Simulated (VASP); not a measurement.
# NbC (Niobocarbide) (Fm-3m) in VASP: notebook

NbC (Niobocarbide) is run at these levels: PBEsol; tasks: single point.

All numbers are computed with VASP 6.6.1; they aren't measurements. Logs are shortened: lines on timing, memory, paths and dates and some standing lists are left out, and cuts for length are marked.

## Step 1: The cell of the first run

It takes space group Fm-3m (No. 225, cubic). Conventional cell: a = 4.469 Å, b = 4.469 Å, c = 4.469 Å, α = 90.00°, β = 90.00°, γ = 90.00°. Nb (site symmetry m-3m) has 6 C at 2.23 Å within 3.0 Å. C (site symmetry m-3m) has 6 Nb at 2.23 Å within 3.0 Å.

## Step 2: Single point, PBEsol

INCAR

```
SYSTEM = NbC
PREC = Accurate
ENCUT = 600
EDIFF = 1E-6
ISMEAR = 0
SIGMA = 0.02
LREAL = .FALSE.
LASPH = .TRUE.
NELM = 120
ALGO = Normal
ISIF = 2
LWAVE = .FALSE.
LCHARG = .TRUE.
GGA = PS
LELF = .TRUE.
LVHAR = .TRUE.
NBANDS = 16
GGA_COMPAT = .FALSE.
```

KPOINTS

```
regular mesh
0
G
  9 9 9
  0 0 0
```

POSCAR

```
NbC
1.0
    3.1601310000      0.0000000000      0.0000000000
    1.5800655000      2.7367537253      0.0000000000
    1.5800655000      0.9122512418      2.5802361568
Nb C
1 1
Direct
    0.0000000000      0.0000000000      0.0000000000
    0.5000000000      0.5000000000      0.5000000000
```

Potentials or basis: VASP PAW PBE potentials, release 64 (Nb_sv, C).

The run is started by

```bash
$ cat potpaw_PBE.64/Nb_sv/POTCAR potpaw_PBE.64/C/POTCAR > POTCAR
$ mpirun -np 1 vasp_std > vasp.out
```

OUTCAR:

```text
SYSTEM = NbC
   PREC = Accurate
   ENCUT = 600
   EDIFF = 1E-6
   ISMEAR = 0
   LREAL = .FALSE.
   LASPH = .TRUE.
   NELM = 120
   ISIF = 2
   GGA = PS

 ion  position               nearest neighbor table
   1  0.000  0.000  0.000-   2 2.23   2 2.23   2 2.23   2 2.23   2 2.23   2 2.23
   2  0.500  0.500  0.500-   1 2.23   1 2.23   1 2.23   1 2.23   1 2.23   1 2.23

  LATTYP: Found a face centered cubic cell.
 ALAT       =     4.4691001191

  Lattice vectors:

 A1 = (   3.1601310000,   0.0000000000,   0.0000000000)
 A2 = (   1.5800655000,   2.7367537253,   0.0000000000)
 A3 = (   1.5800655000,   0.9122512418,   2.5802361568)

Analysis of symmetry for initial positions (statically):
=====================================================================
 Subroutine PRICEL returns:
 Original cell was already a primitive cell.

 Routine SETGRP: Setting up the symmetry group for a
 face centered cubic supercell.

 Subroutine GETGRP returns: Found 48 space group operations
 (whereof 48 operations were pure point group operations)
 out of a pool of 48 trial point group operations.

The static configuration has the point symmetry O_h .

Analysis of symmetry for dynamics (positions and initial velocities):
=====================================================================
 Subroutine PRICEL returns:
 Original cell was already a primitive cell.

 Routine SETGRP: Setting up the symmetry group for a
 face centered cubic supercell.

 Subroutine GETGRP returns: Found 48 space group operations
 (whereof 48 operations were pure point group operations)
 out of a pool of 48 trial point group operations.

The dynamic configuration has the point symmetry O_h .

 Subroutine INISYM returns: Found 48 space group operations
 (whereof 48 operations are pure point group operations),
 and found     1 'primitive' translations

----------------------------------------------------------------------------------------

                                     Primitive cell

  volume of cell :      22.3152

  direct lattice vectors                    reciprocal lattice vectors
     3.160131000  0.000000000  0.000000000     0.316442578 -0.182698208 -0.129187141
     1.580065500  2.736753725  0.000000000     0.000000000  0.365396415 -0.129187141
     1.580065500  0.912251242  2.580236157     0.000000000  0.000000000  0.387561424

  length of vectors
     3.160131000  3.160131000  3.160131000     0.387561424  0.387561424  0.387561424

  position of ions in fractional coordinates (direct lattice)
     0.000000000  0.000000000  0.000000000
     0.500000000  0.500000000  0.500000000

  ion indices of the primitive-cell ions
   primitive index   ion index
                 1           1
                 2           2

----------------------------------------------------------------------------------------

 KPOINTS: regular mesh

Automatic generation of k-mesh.
 Grid dimensions read from file:
 generate k-points for:    9    9    9

 Generating k-lattice:

  Cartesian coordinates                     Fractional coordinates (reciprocal lattice)
     0.035160286 -0.020299801 -0.014354127     0.111111111  0.000000000 -0.000000000
     0.000000000  0.040599602 -0.014354127     0.000000000  0.111111111  0.000000000
     0.000000000  0.000000000  0.043062380     0.000000000  0.000000000  0.111111111

  Length of vectors
     0.043062380  0.043062380  0.043062380

  Shift w.r.t. Gamma in fractional coordinates (k-lattice)
     0.000000000  0.000000000  0.000000000

 Subroutine IBZKPT returns following result:
 ===========================================

 Found     35 irreducible k-points:

 Following reciprocal coordinates:
            Coordinates               Weight
  0.000000  0.000000  0.000000      1.000000
  0.111111  0.000000  0.000000      8.000000
  0.222222  0.000000  0.000000      8.000000
  0.333333  0.000000  0.000000      8.000000
  0.444444  0.000000  0.000000      8.000000
  0.111111  0.111111  0.000000      6.000000
[... 16 lines left out ...]
 -0.333333  0.333333 -0.000000     12.000000
  0.444444  0.444444  0.000000      6.000000
 [... further k-points ...]
   k-points           NKPTS =     35   k-points in BZ     NKDIM =     35   number of bands    NBANDS=     16
   number of dos      NEDOS =    301   number of ions     NIONS =      2
   total plane-waves  NPLWV =  21952
   dimension x,y,z NGX =    28 NGY =   28 NGZ =   28
   dimension x,y,z NGXF=    56 NGYF=   56 NGZF=   56
   ions per type =               1   1
   NGX,Y,Z   is equivalent  to a cutoff of  14.73, 14.73, 14.73 a.u.
   NGXF,Y,Z  is equivalent  to a cutoff of  29.46, 29.46, 29.46 a.u.
 SYSTEM =  NbC
   PREC   = accura    normal or accurate (medium, high low for compatibility)
   ISTART =      0    job   : 0-new  1-cont  2-samecut
   ICHARG =      2    charge: 1-file 2-atom 10-const
   ISPIN  =      1    spin polarized calculation?
   LNONCOLLINEAR =      F non collinear calculations
   LSORBIT =      F    spin-orbit coupling
   LASPH  =      T    aspherical Exc in radial PAW
   ENCUT  =  600.0 eV  44.10 Ry    6.64 a.u.   6.31  6.31  6.31*2*pi/ulx,y,z
   NELM   =    120;   NELMIN=  2; NELMDL= -5     # of ELM steps
   EDIFF  = 0.1E-05   stopping-criterion for ELM
   LREAL  =      F    real-space projection
   EDIFFG = 0.1E-04   stopping-criterion for IOM
   NSW    =      0    number of steps for IOM
   IBRION =     -1    ionic relax: 0-MD 1-quasi-New 2-CG
   NFREE  =      0    steps in history (QN), initial steepest desc. (CG)
   ISIF   =      2    stress and relaxation
   ISYM   =      2    0-nonsym 1-usesym 2-fastsym
   POTIM  = 0.5000    time-step for ionic-motion
   TEBEG  =    0.0;   TEEND  =   0.0 temperature during run
   PSTRESS=    0.0 pullay stress
   NELECT =      17.0000    total number of electrons
   NUPDOWN=      -1.0000    fix difference up-down
   EMIN   =  10.00;   EMAX   =-10.00  energy-range for DOS
   EFERMI =   0.00;   METHOD = LEGACY
   ISMEAR =     0;   SIGMA  =   0.02  broadening in eV -4-tet -1-fermi 0-gaus
   EFERMI_NEDOS =   21; number of points for ismear=-14 and -15
   IALGO  =     38    algorithm
   IMIX   =      4    mixing-type and parameters
     AMIX     =   0.40;   BMIX     =  1.00
     AMIX_MAG =   1.60;   BMIX_MAG =  1.00
  volume/ion in A,a.u.               =      11.16        75.30
  Fermi-wavevector in a.u.,A,eV,Ry     =   1.495172  2.825465 30.416344  2.235538
  Thomas-Fermi vector in A             =   2.607351
   LORBIT       =      0    0 simple, 1 ext, 2 COOP (PROOUT), +10 PAW based schemes
   GGA     = PS    functional components
   LHFCALC =     F    Hartree Fock is set to
   AEXX    =    0.0000 exact exchange contribution
   IVDW    =     0    specifies the selected vdW correction
   LEPSILON=     F    determine dielectric tensor
   LRPA    =     F    only Hartree local field effects (RPA)
 non-spin polarized calculation
 Gauss-broadening in eV      SIGMA  =   0.02
  energy-cutoff  :      600.00
  volume of cell :       22.32
 maximum number of plane-waves:       759
 NGX is ok and might be reduce to    28
   NGX = 13   NGY = 13   NGZ = 13

 number of electron      17.0000001 magnetization

 Free energy of the ion-electron system (eV)
  ---------------------------------------------------
  ext. energy  EPLUGINS =         0.00000000
  ---------------------------------------------------
  free energy    TOTEN  =       -21.83979295 eV

  energy without entropy =      -21.83896508  energy(sigma->0) =      -21.83937901

 E-fermi :  12.4373     XC(G=0): -13.2262

 val. band max:       12.4163772419   @ k =   0.4444   0.2222   0.1111
 cond. band min:      12.4374582689   @ k =   0.2222   0.0000   0.0000
 fundamental gap:      0.0210810271
 Fermi energy:        12.4373091696

 k-point     1 :       0.0000    0.0000    0.0000
  band No.  band energies     occupation
      1     -43.1426      2.00000
      2     -18.8805      2.00000
      3     -18.8805      2.00000
      4     -18.8805      2.00000
      5      -0.9766      2.00000
      6      11.1455      2.00000
[... 8 lines left out ...]
     15      22.3785      0.00000
     16      34.7187      0.00000

 k-point     2 :       0.1111    0.0000    0.0000
  band No.  band energies     occupation
      1     -43.1300      2.00000
      2     -18.9869      2.00000
      3     -18.8905      2.00000
      4     -18.8905      2.00000
      5      -0.6646      2.00000
      6      10.0037      2.00000
[... 8 lines left out ...]
     15      23.1140      0.00000
     16      32.6624      0.00000

 k-point     3 :       0.2222    0.0000    0.0000
  band No.  band energies     occupation
      1     -43.0980      2.00000
      2     -19.2484      2.00000
      3     -18.9154      2.00000
      4     -18.9154      2.00000
      5       0.1856      2.00000
      6       8.2262      2.00000
[... 8 lines left out ...]
     15      24.6524      0.00000
     16      30.4101      0.00000

 k-point     4 :       0.3333    0.0000    0.0000
  band No.  band energies     occupation
      1     -43.0612      2.00000
      2     -19.5332      2.00000
      3     -18.9435      2.00000
      4     -18.9435      2.00000
      5       1.3573      2.00000
      6       6.5039      2.00000
[... 8 lines left out ...]
     15      26.0833      0.00000
     16      27.3454      0.00000
[... 324 lines left out ...]
 k-point    22 :      -0.4444    0.3333   -0.0000
  band No.  band energies     occupation
      1     -43.0031      2.00000
      2     -19.5416      2.00000
      3     -19.2960      2.00000
      4     -19.1070      2.00000
      5       1.0454      2.00000
      6       7.3722      2.00000
[... 8 lines left out ...]
     15      24.5827      0.00000
     16      26.8921      0.00000

 k-point    23 :      -0.3333    0.3333   -0.0000
  band No.  band energies     occupation
      1     -43.0067      2.00000
      2     -19.4481      2.00000
      3     -19.4161      2.00000
      4     -19.0545      2.00000
      5       1.5236      2.00000
      6       6.6191      2.00000
[... 8 lines left out ...]
     15      24.3446      0.00000
     16      26.0826      0.00000

 k-point    24 :       0.4444    0.4444    0.0000
  band No.  band energies     occupation
      1     -43.0022      2.00000
      2     -19.6104      2.00000
      3     -19.1638      2.00000
      4     -19.1638      2.00000
      5       0.4403      2.00000
      6       8.3183      2.00000
[... 8 lines left out ...]
     15      24.7252      0.00000
     16      30.0984      0.00000

 [... further k-points ...]

------------------------ aborting loop because EDIFF is reached ----------------------------------------

  FORCE on cell =-STRESS in cart. coord.  units (eV):
  Direction    XX          YY          ZZ          XY          YZ          ZX
  --------------------------------------------------------------------------------------
  -------------------------------------------------------------------------------------
  Total       -0.6386366     -0.6386366     -0.6386366      0.0000000     -0.0000000     -0.0000000
  in kB      -45.8526175    -45.8526175    -45.8526175      0.0000000     -0.0000000     -0.0000000
  external PRESSURE =     -45.8526175 kB  Pullay stress =       0.0000000 kB

 VOLUME and BASIS-vectors are now :
 -----------------------------------------------------------------------------
  energy-cutoff  :      600.00
  volume of cell :       22.32
      direct lattice vectors                 reciprocal lattice vectors
     3.160131000  0.000000000  0.000000000     0.316442578 -0.182698208 -0.129187141
     1.580065500  2.736753725  0.000000000     0.000000000  0.365396415 -0.129187141
     1.580065500  0.912251242  2.580236157     0.000000000  0.000000000  0.387561424

 POSITION                                       TOTAL-FORCE (eV/Angst)
 -----------------------------------------------------------------------------------
      0.00000      0.00000      0.00000        -0.000000     -0.000000      0.000000
      3.16013      1.82450      1.29012         0.000000      0.000000      0.000000
 -----------------------------------------------------------------------------------
    total drift:                                0.000000     -0.000000     -0.000000

  FREE ENERGIE OF THE ION-ELECTRON SYSTEM (eV)
  ---------------------------------------------------
  free  energy   TOTEN  =       -21.8397929461 eV

  energy  without entropy=      -21.8389650793  energy(sigma->0) =      -21.83937901
```

Run time: 19 s. Hardware: 1 thread of Intel Xeon Platinum 8259CL at 2.50GHz (Skylake/Cascade Lake), shared host; peak memory 0.16 GiB.

What came out:

* Free energy: -21.8398 eV
* Pressure: -4.6 GPa

Caveat: the PAW data sets were made with another functional, which shifts forces and pressure a little.

(Part 1 of 2 ends here.)
